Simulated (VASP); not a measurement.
Write the native input for VASP 6.6.1 that does the following.

```yaml
Task: single point
Functional: PBE
Potentials_or_basis: VASP PAW PBE potentials, release 64 (Mg, B)
Cutoff: 520 eV
k_mesh: 6 × 6 × 6
Occupations: gaussian, width 0.1 eV
Spin: no spin polarisation
Dipole_correction: no
Further_INCAR_settings: ALGO = Normal; EDIFF = 1e-06; NBANDS = 11
```

The structure of MgB2 lies in POSCAR:

```
MgB2
1.0
    3.0850007055      0.0000000000      0.0000000000
   -1.5425003528      2.6716889817      0.0000000000
    0.0000000000      0.0000000000      3.5230000000
Mg B
1 2
Direct
    0.0000000000      0.0000000000      0.0000000000
    0.3333333333      0.6666666667      0.5000000000
    0.6666666667      0.3333333333      0.5000000000
```

One way to write it, as run:

INCAR

```
SYSTEM = MgB2
PREC = Accurate ; ENCUT = 520
EDIFF = 1E-6 ; ISMEAR = 0
SIGMA = 0.1 ; LREAL = .False.
LASPH = .True. ; NELM = 100
ALGO = Normal ; ISIF = 2
LWAVE = .False. ; LCHARG = .False.
GGA = PE ; NBANDS = 11
```

KPOINTS

```
regular mesh
0
Gamma
  6 6 6
  0 0 0
```

Potentials or basis: VASP PAW PBE potentials, release 64 (Mg, B).

The run is started by

```bash
$ cat potpaw_PBE.64/Mg/POTCAR potpaw_PBE.64/B/POTCAR > POTCAR
$ mpirun -np 1 vasp_std > vasp.out
```

It gave:

```json
{"Pressure": "-1.2 GPa", "Band gap on the k mesh": "zero (band 4 reaches 7.07 eV, above the bottom of band 5 at 3.25 eV)"}
```

Caveat: the k points lie up to 0.39 Å⁻¹ apart.

It took 6.7 s on 1 thread of Intel(R) Xeon(R) Platinum 8488C (Sapphire Rapids) (shared host), peak memory 0.14 GiB.
